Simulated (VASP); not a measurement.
Set up this calculation in VASP 6.6.1, as the native input.

| Item | Value |
| --- | --- |
| Task | single point |
| Functional | PBE |
| Potentials or basis | VASP PAW PBE potentials, release 64 (S) |
| Cutoff | 520 eV |
| k mesh | 21 × 21 × 21 |
| Occupations | fermi-dirac, width 0.08 eV |
| Spin | no spin polarisation |
| Dipole correction | no |
| Further INCAR settings | ALGO = Normal; EDIFF = 1e-06; NBANDS = 9 |

The structure of S lies in POSCAR:

```
S
1.0
   -1.2665305808      1.2665305808      1.2665305808
    1.2665305808     -1.2665305808      1.2665305808
    1.2665305808      1.2665305808     -1.2665305808
S
1
Direct
    0.0000000000      0.0000000000      0.0000000000
```

The input as run:

INCAR

```
SYSTEM = S
PREC = Accurate ; ENCUT = 520
EDIFF = 1E-6 ; ISMEAR = -1
SIGMA = 0.08 ; LREAL = .False.
LASPH = .True. ; NELM = 80
ALGO = Normal ; ISIF = 2
LWAVE = .False. ; LCHARG = .False.
GGA = PE ; NBANDS = 9
```

KPOINTS

```
Automatic mesh
0
Gamma
  21 21 21
  0 0 0
```

Potentials or basis: VASP PAW PBE potentials, release 64 (S).

Command:

```bash
$ cat potpaw_PBE.64/S/POTCAR > POTCAR
$ mpirun -np 1 vasp_std > vasp.out
```

It gave:

* Pressure: 197.1 GPa
* Band gap on the k mesh: zero (band 3 reaches 29.28 eV, above the bottom of band 4 at 11.15 eV)

It took 6.2 s on 1 thread of AMD EPYC 9R45 96-Core Processor (Zen 5), on a shared host, peak memory 0.09 GiB.
